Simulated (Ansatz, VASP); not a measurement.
## Two plane-wave programs on Ru

The input INCAR:

```
  PREC = Accurate
  ENCUT = 600
  EDIFF = 1E-6
  ISMEAR = -1
  SIGMA = 0.1
  LREAL = False
  LASPH = True
  NELM = 80
  ALGO = Normal
  ISIF = 3
  LWAVE = False
  LCHARG = False
  GGA = PS
  IBRION = 2
  NSW = 80
  EDIFFG = -0.02
```

The input KPOINTS:

```
regular mesh
0
Gamma
  10 10 6
```

File POSCAR:

```
Ru
1.0
    2.7058000000      0.0000000000      0.0000000000
   -1.3529000000      2.3432915400      0.0000000000
    0.0000000000      0.0000000000      4.2819000000
Ru
2
Direct
    0.3333333300      0.6666666700      0.2500000000
    0.6666666700      0.3333333300      0.7500000000
```

Input for Ansatz:

```yaml
crystal:
  lattice:
    - [2.7058, 0.0, 0.0]
    - [-1.3529, 2.34329154, 0.0]
    - [0.0, 0.0, 4.2819]
  atoms:
    - { symbol: Ru, position: [0.33333333000000004, 0.66666667, 0.25] }
    - { symbol: Ru, position: [0.66666667, 0.33333333, 0.75] }
kpoints:
  mp_grid:
    grid: [10, 10, 6]
hamiltonian:
  xc: pbesol
  dispersion: none
scf:
  occupations:
    method: fermi_dirac
    width: 0.1
relax:
  f_tol: 0.02
  cell: {}
```

Alike in both runs: task relaxation of cell and atoms; functional PBEsol; k mesh 10 × 10 × 6; occupations fermi-dirac, width 0.1 eV; no spin polarisation.

|  | VASP | Ansatz |
| --- | --- | --- |
| version | VASP 6.6.1 | Ansatz 0.2.0 |
| potentials or method | VASP PAW PBE potentials, release 64 (Ru_pv) | plane waves, PAW |
| plane-wave cutoff (eV) | 600 | 420 |
| valence electrons in the cell | 28 | 32 |

VASP gave:

* relaxed volume (Å³/atom): 13.33
* relaxed cell length with the largest relative difference (Å): 2.696

Task: What did Ansatz give for the same quantities?

Result: Relaxed volume (Å³/atom): 13.34; relaxed cell length with the largest relative difference (Å): 2.696.

VASP's potentials were made for PBE, not for PBEsol. VASP's potentials hold 28 valence electrons a cell and Ansatz's 32, so a difference there can come from the potentials and not from the codes.
